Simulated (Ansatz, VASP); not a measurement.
## HfO2 in VASP and in Ansatz

INCAR

```
SYSTEM = HfO2
  PREC = Accurate
  ENCUT = 600
  EDIFF = 1E-6
  ISMEAR = 0
  SIGMA = 0.1
  LREAL = .FALSE.
  LASPH = .TRUE.
  NELM = 80
  ALGO = Normal
  ISIF = 3
  LWAVE = .FALSE.
  LCHARG = .FALSE.
  GGA = PE
  IBRION = 2
  NSW = 80
  EDIFFG = -0.05
```

The input KPOINTS:

```
regular mesh
0
G
  6 6 6
  0 0 0
```

The input POSCAR:

```
HfO2
1.0
   -2.9102290756      2.9102290756      4.2682423711
    2.9102290756     -2.9102290756      4.2682423711
    2.9102290756      2.9102290756     -4.2682423711
Hf O
2 4
Direct
    0.0000000000      0.0000000000      0.0000000000
    0.7500000000      0.2500000000      0.5000000000
    0.3750000000      0.2174786141      0.3424786141
    0.9674786141      0.6250000000      0.8424786141
    0.7825213859      0.1250000000      0.1575213859
    0.8750000000      0.0325213859      0.6575213859
```

Input for Ansatz:

```yaml
crystal:
  lattice:
    - [-2.9102290756, 2.9102290756, 4.2682423711]
    - [2.9102290756, -2.9102290756, 4.2682423711]
    - [2.9102290756, 2.9102290756, -4.2682423711]
  atoms:
    - { symbol: Hf, position: [0.0, 0.0, 0.0] }
    - { symbol: Hf, position: [0.75, 0.25, 0.5] }
    - { symbol: O, position: [0.375, 0.2174786141, 0.3424786141] }
    - { symbol: O, position: [0.9674786141, 0.625, 0.8424786141] }
    - { symbol: O, position: [0.7825213859, 0.125, 0.1575213859] }
    - { symbol: O, position: [0.875, 0.0325213859, 0.6575213859] }
basis:
  ecutwfc: 420
kpoints:
  mp_grid: { grid: [6, 6, 6] }
hamiltonian:
  xc: pbe
scf:
  occupations: { method: gaussian, width: 0.1 }
output:
  forces: true
  stress: true
  eigenvalues: true
relax:
  adjacent_minimum: "off"
  f_tol: 0.05
  max_steps: 60
  cell: { stress_tol: 0.5 }
```

Alike in both runs: task relaxation of cell and atoms; functional PBE; k mesh 6 × 6 × 6; occupations gaussian, width 0.1 eV; no spin polarisation.

|  | VASP | Ansatz |
| --- | --- | --- |
| version | VASP 6.6.1 | Ansatz 0.2.0 |
| potentials or method | VASP PAW PBE potentials, release 64 (Hf_pv, O), cutoff 600 eV | scalar-relativistic, plane waves, PAW |
| valence electrons in the cell | 44 | 76 |

```csv
,VASP,Ansatz,Ansatz less VASP
"gap on the k mesh at the Fermi level, each at its own relaxed structure (eV)",4.56,4.53,-0.031
relaxed volume (Å³/atom),30.22,30.59,+0.362
relaxed cell length with the largest relative difference (Å),6.345,6.384,+0.0392
```

VASP's potentials hold 44 valence electrons a cell and Ansatz's 76, so a difference there can come from the potentials and not from the codes.

Neither program's run includes spin-orbit coupling. Noted on VASP's run: the volume moved by over 15 % at a fixed basis, so the end points are rough.
